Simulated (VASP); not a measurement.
# SnSe (I4/mmm) in VASP: notebook

SnSe is run at these levels: LDA; tasks: electric field gradients.

Program: VASP 6.6.1. These are calculated values, not measurements. Logs are shortened: lines on timing, memory, paths and dates and some standing lists are left out, and cuts for length are marked.

## Step 1: The cell of the first run

The structure is tetragonal, space group I4/mmm (No. 139). The conventional cell has a = 4.299 Å, b = 4.299 Å, c = 6.020 Å, α = 90.00°, β = 90.00°, γ = 90.00°. Within 4.0 Å of Sn (site symmetry 4/mmm) lie 6 Se at 3.01 to 3.04 Å. Se (site symmetry 4/mmm) has 6 Sn at 3.01 to 3.04 Å within 4.0 Å.

## Step 2: Electric field gradients, LDA (equal xx and yy strain of +1 %)

INCAR reads:

```
PREC     = Accurate       # precision mode
ENCUT    = 520            # plane-wave cutoff, eV
EDIFF    = 1E-8           # SCF threshold, eV
ISMEAR   = -1             # smearing method
SIGMA    = 0.02           # smearing width, eV
LREAL    = F              # projectors in reciprocal space
LASPH    = T              # aspherical terms in the spheres
NELM     = 60             # most SCF steps
ALGO     = Normal         # electronic algorithm
ISIF     = 2              # what is computed and relaxed
LWAVE    = F              # write WAVECAR
LCHARG   = F              # write CHGCAR
LEFG     = T            
NBANDS   = 17             # bands
```

KPOINTS reads:

```
regular mesh
0
Gamma
  9 9 9
```

POSCAR reads:

```
SnSe
1.0
    0.0000000000      3.0401000000      3.0100000000
    3.0401000000      0.0000000000      3.0100000000
    3.0401000000      3.0401000000      0.0000000000
Sn Se
1 1
Direct
    0.0000000000      0.0000000000      0.0000000000
    0.5000000000      0.5000000000      0.5000000000
```

Potentials or basis: VASP PAW LDA potentials, release 64 (Sn_d, Se).

Launch:

```
cat potpaw_LDA.64/Sn_d/POTCAR potpaw_LDA.64/Se/POTCAR > POTCAR
mpirun -np 1 vasp_std > vasp.out
```

OUTCAR:

```text
PREC = Accurate
   ENCUT = 520
   EDIFF = 1E-8
   ISMEAR = -1
   LREAL = F
   LASPH = T
   NELM = 60
   ISIF = 2

 ion  position               nearest neighbor table
   1  0.000  0.000  0.000-   2 3.01   2 3.01   2 3.04   2 3.04   2 3.04   2 3.04
   2  0.500  0.500  0.500-   1 3.01   1 3.01   1 3.04   1 3.04   1 3.04   1 3.04

  LATTYP: Found a body centered tetragonal cell.
 ALAT       =     4.2993506510
 C/A-ratio  =     1.4002114479

  Lattice vectors:

 A1 = (   0.0000000000,  -3.0401000000,  -3.0100000000)
 A2 = (   0.0000000000,   3.0401000000,  -3.0100000000)
 A3 = (   3.0401000000,   0.0000000000,   3.0100000000)

Analysis of symmetry for initial positions (statically):
=====================================================================
 Subroutine PRICEL returns:
 Original cell was already a primitive cell.

 Routine SETGRP: Setting up the symmetry group for a
 body centered tetragonal supercell.

 Subroutine GETGRP returns: Found 16 space group operations
 (whereof 16 operations were pure point group operations)
 out of a pool of 16 trial point group operations.

The static configuration has the point symmetry D_4h.

Analysis of symmetry for dynamics (positions and initial velocities):
=====================================================================
 Subroutine PRICEL returns:
 Original cell was already a primitive cell.

 Routine SETGRP: Setting up the symmetry group for a
 body centered tetragonal supercell.

 Subroutine GETGRP returns: Found 16 space group operations
 (whereof 16 operations were pure point group operations)
 out of a pool of 16 trial point group operations.

The dynamic configuration has the point symmetry D_4h.

 Subroutine INISYM returns: Found 16 space group operations
 (whereof 16 operations are pure point group operations),
 and found     1 'primitive' translations

----------------------------------------------------------------------------------------

                                     Primitive cell

  volume of cell :      55.6381

  direct lattice vectors                    reciprocal lattice vectors
     0.000000000  3.040100000  3.010000000    -0.164468274  0.164468274  0.166112957
     3.040100000  0.000000000  3.010000000     0.164468274 -0.164468274  0.166112957
     3.040100000  3.040100000  0.000000000     0.164468274  0.164468274 -0.166112957

  length of vectors
     4.278119682  4.278119682  4.299350651     0.285820120  0.285820120  0.285820120

  position of ions in fractional coordinates (direct lattice)
     0.000000000  0.000000000  0.000000000
     0.500000000  0.500000000  0.500000000

  ion indices of the primitive-cell ions
   primitive index   ion index
                 1           1
                 2           2

----------------------------------------------------------------------------------------

 KPOINTS: regular mesh

Automatic generation of k-mesh.
 Grid dimensions read from file:
 generate k-points for:    9    9    9

 Generating k-lattice:

  Cartesian coordinates                     Fractional coordinates (reciprocal lattice)
    -0.018274253  0.018274253  0.018456995     0.111111111 -0.000000000  0.000000000
     0.018274253 -0.018274253  0.018456995    -0.000000000  0.111111111  0.000000000
     0.018274253  0.018274253 -0.018456995     0.000000000  0.000000000  0.111111111

  Length of vectors
     0.031757791  0.031757791  0.031757791

  Shift w.r.t. Gamma in fractional coordinates (k-lattice)
     0.000000000  0.000000000  0.000000000

 Subroutine IBZKPT returns following result:
 ===========================================

 Found     75 irreducible k-points:

 Following reciprocal coordinates:
            Coordinates               Weight
  0.000000  0.000000  0.000000      1.000000
  0.111111  0.000000  0.000000      8.000000
  0.222222 -0.000000  0.000000      8.000000
  0.333333  0.000000  0.000000      8.000000
  0.444444 -0.000000  0.000000      8.000000
  0.111111  0.111111  0.000000      2.000000
[... 16 lines left out ...]
 -0.333333  0.333333  0.000000      4.000000
  0.444444  0.444444  0.000000      2.000000
 [... further k-points ...]
   k-points           NKPTS =     75   k-points in BZ     NKDIM =     75   number of bands    NBANDS=     17
   number of dos      NEDOS =    301   number of ions     NIONS =      2
   total plane-waves  NPLWV =  32768
   dimension x,y,z NGX =    32 NGY =   32 NGZ =   32
   dimension x,y,z NGXF=    64 NGYF=   64 NGZF=   64
   ions per type =               1   1
   NGX,Y,Z   is equivalent  to a cutoff of  12.44, 12.44, 12.37 a.u.
   NGXF,Y,Z  is equivalent  to a cutoff of  24.87, 24.87, 24.75 a.u.
 SYSTEM =  unknown system
   PREC   = accura    normal or accurate (medium, high low for compatibility)
   ISTART =      0    job   : 0-new  1-cont  2-samecut
   ICHARG =      2    charge: 1-file 2-atom 10-const
   ISPIN  =      1    spin polarized calculation?
   LNONCOLLINEAR =      F non collinear calculations
   LSORBIT =      F    spin-orbit coupling
   LASPH  =      T    aspherical Exc in radial PAW
   ENCUT  =  520.0 eV  38.22 Ry    6.18 a.u.   7.95  7.95  7.99*2*pi/ulx,y,z
   NELM   =     60;   NELMIN=  2; NELMDL= -5     # of ELM steps
   EDIFF  = 0.1E-07   stopping-criterion for ELM
   LREAL  =      F    real-space projection
   EDIFFG = 0.1E-06   stopping-criterion for IOM
   NSW    =      0    number of steps for IOM
   IBRION =     -1    ionic relax: 0-MD 1-quasi-New 2-CG
   NFREE  =      0    steps in history (QN), initial steepest desc. (CG)
   ISIF   =      2    stress and relaxation
   ISYM   =      2    0-nonsym 1-usesym 2-fastsym
   POTIM  = 0.5000    time-step for ionic-motion
   TEBEG  =    0.0;   TEEND  =   0.0 temperature during run
   PSTRESS=    0.0 pullay stress
   NELECT =      20.0000    total number of electrons
   NUPDOWN=      -1.0000    fix difference up-down
   EMIN   =  10.00;   EMAX   =-10.00  energy-range for DOS
   EFERMI =   0.00;   METHOD = LEGACY
   ISMEAR =    -1;   SIGMA  =   0.02  broadening in eV -4-tet -1-fermi 0-gaus
   EFERMI_NEDOS =   21; number of points for ismear=-14 and -15
   IALGO  =     38    algorithm
   IMIX   =      4    mixing-type and parameters
     AMIX     =   0.40;   BMIX     =  1.00
     AMIX_MAG =   1.60;   BMIX_MAG =  1.00
  volume/ion in A,a.u.               =      27.82       187.73
  Fermi-wavevector in a.u.,A,eV,Ry     =   1.164021  2.199680 18.435139  1.354944
  Thomas-Fermi vector in A             =   2.300564
   LORBIT       =      0    0 simple, 1 ext, 2 COOP (PROOUT), +10 PAW based schemes
   GGA     = CA    functional components
   LHFCALC =     F    Hartree Fock is set to
   AEXX    =    0.0000 exact exchange contribution
   IVDW    =     0    specifies the selected vdW correction
   LEPSILON=     F    determine dielectric tensor
   LRPA    =     F    only Hartree local field effects (RPA)
 non-spin polarized calculation
  energy-cutoff  :      520.00
  volume of cell :       55.64
 maximum number of plane-waves:      1510
   NGX = 15   NGY = 15   NGZ = 15

 number of electron      19.9999997 magnetization

 Free energy of the ion-electron system (eV)
  ---------------------------------------------------
  ext. energy  EPLUGINS =         0.00000000
  ---------------------------------------------------
  free energy    TOTEN  =        -9.44369209 eV

  energy without entropy =       -9.44369208  energy(sigma->0) =       -9.44369208

 E-fermi :   5.3733     XC(G=0):  -9.7933

 val. band max:        5.0827166213   @ k =  -0.3333   0.0000   0.1111
 cond. band min:       5.6617102043   @ k =  -0.3333   0.1111   0.0000
 fundamental gap:      0.5789935830
 Fermi energy:         5.3732698856

 k-point     1 :       0.0000    0.0000    0.0000
  band No.  band energies     occupation
      1     -16.2975      2.00000
      2     -16.2962      2.00000
      3     -16.2933      2.00000
      4     -16.2933      2.00000
      5     -16.2932      2.00000
      6      -8.5303      2.00000
[... 9 lines left out ...]
     16      11.1365      0.00000
     17      13.3216      0.00000
[... 441 lines left out ...]
 k-point    24 :       0.4444    0.4444    0.0000
  band No.  band energies     occupation
      1     -16.3188      2.00000
      2     -16.3024      2.00000
      3     -16.2903      2.00000
      4     -16.2769      2.00000
      5     -16.2769      2.00000
      6      -7.3960      2.00000
[... 9 lines left out ...]
     16      16.5907      0.00000
     17      17.6043      0.00000

 [... further k-points ...]

------------------------ aborting loop because EDIFF is reached ----------------------------------------

  FORCE on cell =-STRESS in cart. coord.  units (eV):
  Direction    XX          YY          ZZ          XY          YZ          ZX
  --------------------------------------------------------------------------------------
  -------------------------------------------------------------------------------------
  Total       -1.5234552     -1.5234552     -1.1673409      0.0000000     -0.0000000      0.0000000
  in kB      -43.8700412    -43.8700412    -33.6152278      0.0000000     -0.0000000      0.0000000
  external PRESSURE =     -40.4517701 kB  Pullay stress =       0.0000000 kB

 VOLUME and BASIS-vectors are now :
 -----------------------------------------------------------------------------
  energy-cutoff  :      520.00
  volume of cell :       55.64
      direct lattice vectors                 reciprocal lattice vectors
     0.000000000  3.040100000  3.010000000    -0.164468274  0.164468274  0.166112957
     3.040100000  0.000000000  3.010000000     0.164468274 -0.164468274  0.166112957
     3.040100000  3.040100000  0.000000000     0.164468274  0.164468274 -0.166112957

 POSITION                                       TOTAL-FORCE (eV/Angst)
 -----------------------------------------------------------------------------------
      0.00000      0.00000      0.00000        -0.000000      0.000000     -0.000000
      3.04010      3.04010      3.01000         0.000000     -0.000000      0.000000
 -----------------------------------------------------------------------------------
    total drift:                                0.000000     -0.000000     -0.000000

  FREE ENERGIE OF THE ION-ELECTRON SYSTEM (eV)
  ---------------------------------------------------
  free  energy   TOTEN  =        -9.4436920903 eV

  energy  without entropy=       -9.4436920763  energy(sigma->0) =       -9.44369208

 Electric field gradients (V/A^2)
---------------------------------------------------------------------
 ion       V_xx      V_yy      V_zz      V_xy      V_xz      V_yz
---------------------------------------------------------------------
   1       7.086     7.086   -14.172     0.001     0.001     0.001
   2       0.768     0.768    -1.535    -0.000    -0.000    -0.000
---------------------------------------------------------------------

 Electric field gradients after diagonalization (V/A^2)
 (convention: |V_zz| > |V_xx| > |V_yy|)
----------------------------------------------------------------------
 ion       V_xx      V_yy      V_zz     asymmetry (V_yy - V_xx)/ V_zz
----------------------------------------------------------------------
   1       7.086     7.085   -14.172       0.000
   2       0.768     0.768    -1.535       0.000
----------------------------------------------------------------------

           NMR quadrupolar parameters

 Cq : quadrupolar parameter    Cq=e*Q*V_zz/h
 eta: asymmetry parameters     (V_yy - V_xx)/ V_zz
 Q  : nuclear electric quadrupole moment in mb (millibarn)
----------------------------------------------------------------------
 ion       Cq(MHz)       eta       Q (mb)
----------------------------------------------------------------------
   1      -0.034       0.000       1.000
   2      -0.004       0.000       1.000
----------------------------------------------------------------------
```

It took 43 s on 1 thread of Intel Xeon Platinum 8488C (Sapphire Rapids), shared host; peak memory 0.2 GiB.

Results:

```
Free energy            : -9.4437 eV
Pressure               : -4.0 GPa
Band gap on the k mesh : 0.58 eV, indirect (least direct gap 0.60 eV)
```

Stress tensor (GPa, compression positive):
```
-4.39  0.00  0.00
 0.00 -4.39  0.00
 0.00  0.00 -3.36
```

Electric field gradients, principal values (V/Å²):
```tsv
atom	least	middle	greatest (by size)
1 Sn	7.085	7.086	-14.172
2 Se	0.768	0.768	-1.535
```

Caveat: the cell differs from its parent crystal (equal xx and yy strain of +1 %); without QUAD_EFG the Cq values of the log hold for a quadrupole moment of 1 mb, not for the nuclei; spin-orbit coupling is left out, which moves the levels of the heavy elements. A k mesh can miss the band edges.

## Step 3: Electric field gradients, LDA (equal xx and yy strain of +1 %)

INCAR reads:

```
SYSTEM = SnSe
ALGO = Normal
EDIFF = 1E-8
ENCUT = 520
GGA = CA
ISIF = 2
ISMEAR = -1
LASPH = .True.
LCHARG = .False.
LEFG = .True.
LREAL = .False.
LWAVE = .False.
NBANDS = 17
NELM = 100
PREC = Accurate
SIGMA = 0.02
```

KPOINTS reads:

```
k-points
0
Gamma
  9 9 9
  0 0 0
```

POSCAR is that of step 2.

Potentials or basis: VASP PAW LDA potentials, release 64 (Sn_d, Se).

Launch:

```
cat potpaw_LDA.64/Sn_d/POTCAR potpaw_LDA.64/Se/POTCAR > POTCAR
mpirun -np 1 vasp_std > vasp.out
```

OUTCAR:

```text
SYSTEM = SnSe
   EDIFF = 1E-8
   ENCUT = 520
   GGA = CA
   ISIF = 2
   ISMEAR = -1
   LASPH = .True.
   LREAL = .False.
   NELM = 100
   PREC = Accurate

 ion  position               nearest neighbor table
   1  0.000  0.000  0.000-   2 3.01   2 3.01   2 3.04   2 3.04   2 3.04   2 3.04
   2  0.500  0.500  0.500-   1 3.01   1 3.01   1 3.04   1 3.04   1 3.04   1 3.04

  LATTYP: Found a body centered tetragonal cell.
 ALAT       =     4.2993506510
 C/A-ratio  =     1.4002114479

  Lattice vectors:

[... 693 lines left out ...]
  ---------------------------------------------------
  free  energy   TOTEN  =        -9.4436920903 eV

  energy  without entropy=       -9.4436920763  energy(sigma->0) =       -9.44369208

 Electric field gradients (V/A^2)
---------------------------------------------------------------------
 ion       V_xx      V_yy      V_zz      V_xy      V_xz      V_yz
---------------------------------------------------------------------
   1       7.086     7.086   -14.172     0.001     0.001     0.001
   2       0.768     0.768    -1.535    -0.000    -0.000    -0.000
---------------------------------------------------------------------

 Electric field gradients after diagonalization (V/A^2)
 (convention: |V_zz| > |V_xx| > |V_yy|)
----------------------------------------------------------------------
 ion       V_xx      V_yy      V_zz     asymmetry (V_yy - V_xx)/ V_zz
----------------------------------------------------------------------
   1       7.086     7.085   -14.172       0.000
   2       0.768     0.768    -1.535       0.000
----------------------------------------------------------------------

           NMR quadrupolar parameters

 Cq : quadrupolar parameter    Cq=e*Q*V_zz/h
 eta: asymmetry parameters     (V_yy - V_xx)/ V_zz
 Q  : nuclear electric quadrupole moment in mb (millibarn)
----------------------------------------------------------------------
 ion       Cq(MHz)       eta       Q (mb)
----------------------------------------------------------------------
   1      -0.034       0.000       1.000
   2      -0.004       0.000       1.000
----------------------------------------------------------------------
```

Run time: 53 s. Hardware: 1 thread of Intel Xeon Platinum 8488C (Sapphire Rapids), shared host; peak memory 0.2 GiB.

What came out:

- Free energy: -9.4437 eV
- Pressure: -4.0 GPa
- Band gap on the k mesh: 0.58 eV, indirect (least direct gap 0.60 eV)

Stress tensor (GPa, compression positive):
```
-4.39  0.00  0.00
 0.00 -4.39  0.00
 0.00  0.00 -3.36
```

Electric field gradients, principal values (V/Å²):
```tsv
atom	least	middle	greatest (by size)
1 Sn	7.085	7.086	-14.172
2 Se	0.768	0.768	-1.535
```

Caveat: the cell differs from its parent crystal (equal xx and yy strain of +1 %); without QUAD_EFG the Cq values of the log hold for a quadrupole moment of 1 mb, not for the nuclei; spin-orbit coupling is left out, which moves the levels of the heavy elements. A k mesh can miss the band edges.

(Continued in part 2 of 2.)
